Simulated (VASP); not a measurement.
Write the native input for VASP 6.6.1 that does the following.

| Item | Value |
| --- | --- |
| Task | single point |
| Functional | PBE |
| Potentials or basis | VASP PAW PBE potentials, release 64 (W_sv) |
| Cutoff | 520 eV |
| k mesh | 17 × 17 × 17 |
| Occupations | fermi-dirac, width 0.08 eV |
| Spin | no spin polarisation |
| Dipole correction | no |
| Further INCAR settings | ALGO = Normal; EDIFF = 1e-07; NBANDS = 21 |

The structure of W lies in POSCAR:

```
W
1.0
   -2.4266450609      2.4266450609      1.2812044827
    2.4266450609     -2.4266450609      1.2812044827
    2.4266450609      2.4266450609     -1.2812044827
W
2
Direct
   -0.3750000000     -0.1250000000     -0.2500000000
    0.3750000000      0.1250000000      0.2500000000
```

These files were run (other wordings do the same):

INCAR

```
SYSTEM = W
PREC = Accurate ; ENCUT = 520
EDIFF = 1E-7 ; ISMEAR = -1
SIGMA = 0.08 ; LREAL = .FALSE.
LASPH = .TRUE. ; NELM = 100
ALGO = Normal ; ISIF = 2
LWAVE = .FALSE. ; LCHARG = .TRUE.
GGA = PE ; LELF = .TRUE.
LVHAR = .TRUE. ; NBANDS = 21
```

KPOINTS

```
regular mesh
0
G
  17 17 17
  0 0 0
```

Potentials or basis: VASP PAW PBE potentials, release 64 (W_sv).

The run is started by

```bash
$ cat potpaw_PBE.64/W_sv/POTCAR > POTCAR
$ mpirun -np 1 vasp_std > vasp.out
```

It gave:

```json
{
 "Pressure": "50.7 GPa",
 "Band gap on the k mesh": "zero (bands 14 and 15 overlap by 3.84 eV)"
}
```

Caveat: the cell stands under pressure; spin-orbit coupling is left out, which moves the levels of the heavy elements.

Wall time 6.4 min on 1 thread of Intel Xeon 8259CL, on a shared host, peak memory 0.32 GiB.
